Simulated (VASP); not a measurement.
# Cd (P6/mmm) in VASP: a series of runs

The runs below take Cd through relaxation of cell and atoms, single point, with PBE.

All numbers are computed with VASP 6.6.1; they aren't measurements. Logs are shortened: lines on timing, memory, paths and dates and some standing lists are left out, and cuts for length are marked.

## 1. The cell of the first run

The structure is hexagonal, space group P6/mmm (No. 191). Conventional cell: a = 4.670 Å, b = 4.670 Å, c = 2.895 Å, α = 90.00°, β = 90.00°, γ = 120.00°. Within 3.8 Å of Cd (site symmetry 6/mmm) lie 14 Cd at 2.90 to 3.06 Å. Within 3.6 Å of Cd (site symmetry -6m2) lie 11 Cd at 2.70 to 3.06 Å.

This isn't the form of Cd at room conditions, which is hcp.

## 2. Relaxation of cell and atoms, PBE, target pressure 18 GPa, at which the enthalpy is minimised

File INCAR:

```
PREC = Accurate
ENCUT = 600
EDIFF = 1E-6
ISMEAR = -1
SIGMA = 0.1
LREAL = False
LASPH = True
NELM = 80
ALGO = Normal
ISIF = 3
LWAVE = False
LCHARG = False
GGA = PE
IBRION = 2
NSW = 60
EDIFFG = -0.005
PSTRESS = 180.0
```

File KPOINTS:

```
Automatic mesh
0
Gamma
  8 8 11
```

File POSCAR:

```
Cd
1.0
    4.6696357352      0.0000000000      0.0000000000
   -2.3348178676      4.0440231731      0.0000000000
    0.0000000000      0.0000000000      2.8951741558
Cd
3
Direct
    0.0000000000      0.0000000000      0.0000000000
    0.3333333333      0.6666666667      0.5000000000
    0.6666666667      0.3333333333      0.5000000000
```

Potentials or basis: VASP PAW PBE potentials, release 64 (Cd).

Run with:

```bash
$ cat potpaw_PBE.64/Cd/POTCAR > POTCAR
$ mpirun -np 1 vasp_std > vasp.out
```

OUTCAR:

```text
PREC = Accurate
   ENCUT = 600
   EDIFF = 1E-6
   ISMEAR = -1
   LREAL = False
   LASPH = True
   NELM = 80
   ISIF = 3
   GGA = PE
   IBRION = 2
   NSW = 60
   EDIFFG = -0.005
   PSTRESS = 180.0

 ion  position               nearest neighbor table
   1  0.000  0.000  0.000-   2 3.06   3 3.06   2 3.06   3 3.06   2 3.06   2 3.06   3 3.06   3 3.06
                             3 3.06   3 3.06   2 3.06   2 3.06
   2  0.333  0.667  0.500-   3 2.70   3 2.70   3 2.70   1 3.06   1 3.06   1 3.06   1 3.06   1 3.06
                             1 3.06
   3  0.667  0.333  0.500-   2 2.70   2 2.70   2 2.70   1 3.06   1 3.06   1 3.06   1 3.06   1 3.06
                             1 3.06

  LATTYP: Found a hexagonal cell.
 ALAT       =     4.6696357352
 C/A-ratio  =     0.6200000000

  Lattice vectors:

 A1 = (   4.6696357352,   0.0000000000,   0.0000000000)
 A2 = (  -2.3348178676,   4.0440231731,   0.0000000000)
 A3 = (   0.0000000000,   0.0000000000,   2.8951741558)

Analysis of symmetry for initial positions (statically):
=====================================================================
 Subroutine PRICEL returns:
 Original cell was already a primitive cell.

 Routine SETGRP: Setting up the symmetry group for a
 hexagonal supercell.

 Subroutine GETGRP returns: Found 24 space group operations
 (whereof 24 operations were pure point group operations)
 out of a pool of 24 trial point group operations.

The static configuration has the point symmetry D_6h.

Analysis of symmetry for dynamics (positions and initial velocities):
=====================================================================
 Subroutine PRICEL returns:
 Original cell was already a primitive cell.

 Routine SETGRP: Setting up the symmetry group for a
 hexagonal supercell.

 Subroutine GETGRP returns: Found 24 space group operations
 (whereof 24 operations were pure point group operations)
 out of a pool of 24 trial point group operations.

The dynamic configuration has the point symmetry D_6h.

 Subroutine INISYM returns: Found 24 space group operations
 (whereof 24 operations are pure point group operations),
 and found     1 'primitive' translations

----------------------------------------------------------------------------------------

                                     Primitive cell

  volume of cell :      54.6728

  direct lattice vectors                    reciprocal lattice vectors
     4.669635735  0.000000000  0.000000000     0.214149466  0.123639252  0.000000000
    -2.334817868  4.044023173  0.000000000     0.000000000  0.247278504  0.000000000
     0.000000000  0.000000000  2.895174156     0.000000000  0.000000000  0.345402365

  length of vectors
     4.669635735  4.669635735  2.895174156     0.247278504  0.247278504  0.345402365

  position of ions in fractional coordinates (direct lattice)
     0.000000000  0.000000000  0.000000000
     0.333333333  0.666666667  0.500000000
     0.666666667  0.333333333  0.500000000

  ion indices of the primitive-cell ions
   primitive index   ion index
                 1           1
                 2           2
                 3           3

----------------------------------------------------------------------------------------

 KPOINTS: Automatic mesh

Automatic generation of k-mesh.
 Grid dimensions read from file:
 generate k-points for:    8    8   11

 Generating k-lattice:

  Cartesian coordinates                     Fractional coordinates (reciprocal lattice)
     0.026768683  0.015454906  0.000000000     0.125000000  0.000000000  0.000000000
     0.000000000  0.030909813  0.000000000     0.000000000  0.125000000  0.000000000
     0.000000000  0.000000000  0.031400215     0.000000000  0.000000000  0.090909091

  Length of vectors
     0.030909813  0.030909813  0.031400215

  Shift w.r.t. Gamma in fractional coordinates (k-lattice)
     0.000000000  0.000000000  0.000000000

 Subroutine IBZKPT returns following result:
 ===========================================

 Found     60 irreducible k-points:

 Following reciprocal coordinates:
            Coordinates               Weight
  0.000000  0.000000  0.000000      1.000000
  0.125000 -0.000000  0.000000      6.000000
  0.250000 -0.000000  0.000000      6.000000
  0.375000 -0.000000  0.000000      6.000000
  0.500000 -0.000000  0.000000      3.000000
  0.125000  0.125000  0.000000      6.000000
[... 16 lines left out ...]
  0.250000 -0.000000  0.181818     12.000000
  0.375000 -0.000000  0.181818     12.000000
 [... further k-points ...]
   k-points           NKPTS =     60   k-points in BZ     NKDIM =     60   number of bands    NBANDS=     22
   number of dos      NEDOS =    301   number of ions     NIONS =      3
   total plane-waves  NPLWV =  38400
   dimension x,y,z NGX =    40 NGY =   40 NGZ =   24
   dimension x,y,z NGXF=    80 NGYF=   80 NGZF=   48
   ions per type =               3
   NGX,Y,Z   is equivalent  to a cutoff of  14.24, 14.24, 13.78 a.u.
   NGXF,Y,Z  is equivalent  to a cutoff of  28.48, 28.48, 27.56 a.u.
 SYSTEM =  unknown system
   PREC   = accura    normal or accurate (medium, high low for compatibility)
   ISTART =      0    job   : 0-new  1-cont  2-samecut
   ICHARG =      2    charge: 1-file 2-atom 10-const
   ISPIN  =      1    spin polarized calculation?
   LNONCOLLINEAR =      F non collinear calculations
   LSORBIT =      F    spin-orbit coupling
   LASPH  =      T    aspherical Exc in radial PAW
   ENCUT  =  600.0 eV  44.10 Ry    6.64 a.u.   9.33  9.33  5.78*2*pi/ulx,y,z
   NELM   =     80;   NELMIN=  2; NELMDL= -5     # of ELM steps
   EDIFF  = 0.1E-05   stopping-criterion for ELM
   LREAL  =      F    real-space projection
   EDIFFG = -.5E-02   stopping-criterion for IOM
   NSW    =     60    number of steps for IOM
   IBRION =      2    ionic relax: 0-MD 1-quasi-New 2-CG
   NFREE  =      1    steps in history (QN), initial steepest desc. (CG)
   ISIF   =      3    stress and relaxation
   ISYM   =      2    0-nonsym 1-usesym 2-fastsym
   POTIM  = 0.5000    time-step for ionic-motion
   TEBEG  =    0.0;   TEEND  =   0.0 temperature during run
   PSTRESS=  180.0 pullay stress
   NELECT =      36.0000    total number of electrons
   NUPDOWN=      -1.0000    fix difference up-down
   EMIN   =  10.00;   EMAX   =-10.00  energy-range for DOS
   EFERMI =   0.00;   METHOD = LEGACY
   ISMEAR =    -1;   SIGMA  =   0.10  broadening in eV -4-tet -1-fermi 0-gaus
   EFERMI_NEDOS =   21; number of points for ismear=-14 and -15
   IALGO  =     38    algorithm
   IMIX   =      4    mixing-type and parameters
     AMIX     =   0.40;   BMIX     =  1.00
     AMIX_MAG =   1.60;   BMIX_MAG =  1.00
  volume/ion in A,a.u.               =      18.22       122.98
  Fermi-wavevector in a.u.,A,eV,Ry     =   1.424247  2.691436 27.599128  2.028479
  Thomas-Fermi vector in A             =   2.544758
   LORBIT       =      0    0 simple, 1 ext, 2 COOP (PROOUT), +10 PAW based schemes
   GGA     = PE    functional components
   LHFCALC =     F    Hartree Fock is set to
   AEXX    =    0.0000 exact exchange contribution
   IVDW    =     0    specifies the selected vdW correction
   LEPSILON=     F    determine dielectric tensor
   LRPA    =     F    only Hartree local field effects (RPA)
 conjugate gradient relaxation of ions
 non-spin polarized calculation
  energy-cutoff  :      600.00
  volume of cell :       54.67
 maximum number of plane-waves:      1860
 NGX is ok and might be reduce to    40
   NGX = 19   NGY = 19   NGZ = 11

--------------------------------------- Ionic step        1  -------------------------------------------

 number of electron      35.9999992 magnetization

 Free energy of the ion-electron system (eV)
  ---------------------------------------------------
  ext. energy  EPLUGINS =         0.00000000
  ---------------------------------------------------
  free energy    TOTEN  =        -1.24607948 eV

  energy without entropy =       -1.21304987  energy(sigma->0) =       -1.22956468

------------------------ aborting loop because EDIFF is reached ----------------------------------------

  FORCE on cell =-STRESS in cart. coord.  units (eV):
  Direction    XX          YY          ZZ          XY          YZ          ZX
  --------------------------------------------------------------------------------------
  -------------------------------------------------------------------------------------
  Total        7.6403632      7.6403632      6.7012584      0.0000000      0.0000000      0.0000000
  in kB      223.8995676    223.8995676    196.3792592      0.0000000      0.0000000      0.0000000
  external PRESSURE =      34.7261315 kB  Pullay stress =     180.0000000 kB
[... 141 lines left out ...]
  enthalpy is  TOTEN    =         4.8742466848 eV   P V=        6.3055620969

--------------------------------------- Ionic step        5  -------------------------------------------

 number of electron      35.9999999 magnetization

 Free energy of the ion-electron system (eV)
  ---------------------------------------------------
  ext. energy  EPLUGINS =         0.00000000
  ---------------------------------------------------
  free energy    TOTEN  =        -1.42042437 eV

  energy without entropy =       -1.38960761  energy(sigma->0) =       -1.40501599

 E-fermi :   4.3189     XC(G=0): -11.8339

 val. band max:        4.2854664086   @ k =   0.1250  -0.0000   0.0000
 cond. band min:       4.3601977852   @ k =   0.5000  -0.0000   0.2727
 fundamental gap:      0.0747313767
 Fermi energy:         4.3188704830

 k-point     1 :       0.0000    0.0000    0.0000
  band No.  band energies     occupation
      1      -6.5632      2.00000
      2      -5.9362      2.00000
      3      -5.7697      2.00000
      4      -5.7542      2.00000
      5      -5.5794      2.00000
      6      -5.5794      2.00000
[... 574 lines left out ...]
      6      -5.5021      2.00000
[... 14 lines left out ...]
     21      10.5117      0.00000
     22      10.9313      0.00000

 [... further k-points ...]
[... 5 lines left out ...]
  --------------------------------------------------------------------------------------
  -------------------------------------------------------------------------------------
  Total        6.2923637      6.2923637      6.2932047      0.0000000     -0.0000000      0.0000000
  in kB      179.9786975    179.9786975    180.0027514      0.0000000     -0.0000000      0.0000000
  external PRESSURE =      -0.0132845 kB  Pullay stress =     180.0000000 kB
[... 18 lines left out ...]
  FREE ENERGIE OF THE ION-ELECTRON SYSTEM (eV)
  ---------------------------------------------------
  free  energy   TOTEN  =        -1.4204243674 eV

  energy  without entropy=       -1.3896076104  energy(sigma->0) =       -1.40501599

  enthalpy is  TOTEN    =         4.8726841528 eV   P V=        6.2931085202

 reached required accuracy - stopping structural energy minimisation
```

Wall time 2.6 min (1 thread of AMD EPYC 9R45 (Zen 5), shared host); peak memory 0.21 GiB.

Results:

| Property | Result |
| --- | --- |
| Free energy | -1.4204 eV |
| Relaxed volume | 18.67 Å³/atom |
| Relaxed cell | a = 4.754 Å, b = 4.754 Å, c = 2.861 Å, α = 90.00°, β = 90.00°, γ = 120.00° |
| Space group after relaxing (to 0.1 Å) | P6/mmm (No. 191) |
| Energy change on relaxing (the run minimises the enthalpy) | -58.1 meV/atom |
| Ionic steps | 5 |
| Pressure after relaxing | 18.0 GPa |
| Band gap on the k mesh | zero (bands 18 and 19 overlap by 4.21 eV) |

The path:
| step | energy change (eV) | largest force (eV/Å) | pressure (GPa) | volume (Å³) |
| --- | --- | --- | --- | --- |
| 1 | 0.0000 | 0.0000 | 21.47 | 54.67 |
| 2 | -0.3566 | 0.0000 | 14.17 | 57.85 |
| 3 | -0.1916 | 0.0000 | 17.65 | 56.21 |
| 4 | -0.1852 | 0.0000 | 17.78 | 56.13 |
| 5 | -0.1743 | 0.0000 | 18.00 | 56.01 |

Final structure:
```xyz
3
Lattice="4.7544 0.0000 0.0000 -2.3772 4.1174 0.0000 0.0000 0.0000 2.8614" Properties=species:S:1:pos:R:3 pbc="T T T"
Cd    0.0000    0.0000    0.0000
Cd    0.0000    2.7450    1.4307
Cd    2.3772    1.3725    1.4307
```

Caveat: the cell is relaxed towards a set pressure, so the run minimises the enthalpy, not the energy.

## 3. Relaxation of cell and atoms, PBE, target pressure 18 GPa, at which the enthalpy is minimised

This run uses another cell than the first one, of 18.59 Å³/atom.

File INCAR:

```
PREC     = Accurate       # precision mode
ENCUT    = 600            # plane-wave cutoff, eV
EDIFF    = 1E-7           # SCF threshold, eV
ISMEAR   = -1             # smearing method
SIGMA    = 0.1            # smearing width, eV
LREAL    = F              # projectors in reciprocal space
LASPH    = T              # aspherical terms in the spheres
NELM     = 60             # most SCF steps
ALGO     = Normal         # electronic algorithm
ISIF     = 3              # what is computed and relaxed
LWAVE    = F              # write WAVECAR
LCHARG   = F              # write CHGCAR
GGA      = PE             # functional
IBRION   = 2              # ionic algorithm
NSW      = 32             # ionic steps
EDIFFG   = -0.005         # ionic threshold
PSTRESS  = 180.0
```

File KPOINTS:

```
regular mesh
0
Gamma
  8 8 11
```

File POSCAR:

```
Cd
1.0
    4.7475103114      0.0000000000      0.0000000000
   -2.3737551557      4.1114645344      0.0000000000
    0.0000000000      0.0000000000      2.8579294727
Cd
3
Direct
    0.0000000000      0.0000000000      0.0000000000
    0.3333333333      0.6666666667      0.5000000000
    0.6666666667      0.3333333333      0.5000000000
```

Potentials or basis: VASP PAW PBE potentials, release 64 (Cd).

Run with:

```bash
$ cat potpaw_PBE.64/Cd/POTCAR > POTCAR
$ mpirun -np 1 vasp_std > vasp.out
```

Run time: 1.8 min. Hardware: 1 thread of AMD EPYC 9R45 (Zen 5), shared host; peak memory 0.2 GiB.

The run converged. Its results:

```
Free energy                                                : -1.4216 eV
Relaxed volume                                             : 18.67 Å³/atom
Relaxed cell                                               : a = 4.754 Å, b = 4.754 Å, c = 2.862 Å, α = 90.00°, β = 90.00°, γ = 120.00°
Space group after relaxing (to 0.1 Å)                      : P6/mmm (No. 191)
Energy change on relaxing (the run minimises the enthalpy) : -8.8 meV/atom
Ionic steps                                                : 3
Pressure after relaxing                                    : 18.0 GPa
Band gap on the k mesh                                     : zero (bands 18 and 19 overlap by 4.21 eV)
```

The path:
| step | energy change (eV) | largest force (eV/Å) | pressure (GPa) | volume (Å³) |
| --- | --- | --- | --- | --- |
| 1 | 0.0000 | 0.0000 | 18.55 | 55.78 |
| 2 | -0.0577 | 0.0000 | 17.37 | 56.30 |
| 3 | -0.0265 | 0.0000 | 18.01 | 56.02 |

Final structure:
```
CELL_PARAMETERS angstrom
4.75410 0.00000 0.00000
-2.37705 4.11718 0.00000
0.00000 0.00000 2.86189
ATOMIC_POSITIONS crystal
Cd 0.00000 0.00000 0.00000
Cd 0.33333 0.66667 0.50000
Cd 0.66667 0.33333 0.50000
```

Levels at points of the mesh, in eV from the Fermi level:
| k point | band 14 | band 15 | band 16 | band 17 | band 18 | band 19 | band 20 | band 21 | band 22 |
| --- | --- | --- | --- | --- | --- | --- | --- | --- | --- |
| (0.00, 0.00, 0.00) | -9.35 | -8.69 | -8.69 | 0.65 | 0.65 | 0.66 | 0.66 | 0.66 | 0.91 |
| (0.50, 0.00, 0.00) | -8.86 | -8.63 | -7.34 | -7.18 | -3.01 | -0.82 | 7.73 | 7.75 | 8.18 |

Caveat: the cell is relaxed towards a set pressure, so the run minimises the enthalpy, not the energy.

(Part 1 of 2 ends here.)

The gap in the log of VASP goes by the Fermi energy; the results here count the filled bands.